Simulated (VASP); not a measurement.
The system is Gd.

```
CELL_PARAMETERS angstrom
0.00000 2.58582 2.58582
2.58582 0.00000 2.58582
2.58582 2.58582 0.00000
ATOMIC_POSITIONS crystal
Gd 0.00000 0.00000 0.00000
```

- Program: VASP 6.6.1
- Task: relaxation of cell and atoms
- Functional: LDA
- Potentials or basis: VASP PAW PBE potentials, release 64 (Gd)
- Cutoff: 600 eV
- k mesh: 8 × 8 × 8
- Occupations: gaussian, width 0.05 eV
- Spin: collinear spin, ferromagnetic start
- Starting moments: [7.0] μB

At the start: pressure -5.6 GPa; volume 34.58 Å³/atom.

Q: Where does the relaxation end?

A: Over 3 steps the energy falls by 112.8 meV/atom and the volume is 28.60 Å³/atom (-17.3 %); space group Fm-3m (No. 225, to 0.05 Å); moment 7.28 μB per cell.

The path:
| step | energy change (eV) | largest force (eV/Å) | pressure (GPa) | volume (Å³) |
| --- | --- | --- | --- | --- |
| 1 | 0.0000 | 0.0000 | -5.55 | 34.58 |
| 2 | -0.1125 | 0.0000 | -0.41 | 28.92 |
| 3 | -0.1128 | 0.0000 | 0.05 | 28.60 |

Final structure:
```cif
data_structure
_symmetry_space_group_name_H-M 'P 1'
_symmetry_Int_Tables_number 1
_cell_length_a 3.4326
_cell_length_b 3.4326
_cell_length_c 3.4326
_cell_angle_alpha 60.000
_cell_angle_beta 60.000
_cell_angle_gamma 60.000
_cell_volume 28.60
loop_
_atom_site_label
_atom_site_type_symbol
_atom_site_fract_x
_atom_site_fract_y
_atom_site_fract_z
_atom_site_occupancy
Gd1 Gd 0.00000 0.00000 0.00000 1
```

Caveat: the volume moved by over 15 % at a fixed basis, so the end points are rough; the PAW data sets were made with another functional, which shifts forces and pressure a little.
